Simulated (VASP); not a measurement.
Crystal: Sb.

```
CELL_PARAMETERS angstrom
0.00000 2.37124 2.37124
2.37124 0.00000 2.37124
2.37124 2.37124 0.00000
ATOMIC_POSITIONS crystal
Sb 0.00000 0.00000 0.00000
```

| Item | Value |
| --- | --- |
| Program | VASP 6.6.1 |
| Task | relaxation of cell and atoms |
| Functional | revPBE |
| Potentials or basis | VASP PAW PBE potentials, release 64 (Sb) |
| Cutoff | 600 eV |
| k mesh | 10 × 10 × 10 |
| Occupations | fermi-dirac, width 0.05 eV |
| Spin | no spin polarisation |

At the start: pressure 2.6 GPa; volume 26.67 Å³/atom.

Question: How do energy, volume and symmetry change on relaxing?

Answer: Over 3 steps the energy falls by 9.3 meV/atom and the volume is 27.84 Å³/atom (+4.4 %); space group Fm-3m (No. 225, to 0.05 Å).

Step by step:
```
step  energy change (eV)  largest force (eV/Å)  pressure (GPa)  volume (Å³)
   1              0.0000                0.0000            2.62        26.67
   2             -0.0075                0.0000           -1.05        28.38
   3             -0.0093                0.0000            0.00        27.84
```

Final structure:
```
CELL_PARAMETERS angstrom
0.00000 2.40557 2.40557
2.40557 0.00000 2.40557
2.40557 2.40557 0.00000
ATOMIC_POSITIONS crystal
Sb 0.00000 0.00000 0.00000
```

Caveat: the PAW data sets were made with another functional, which shifts forces and pressure a little.
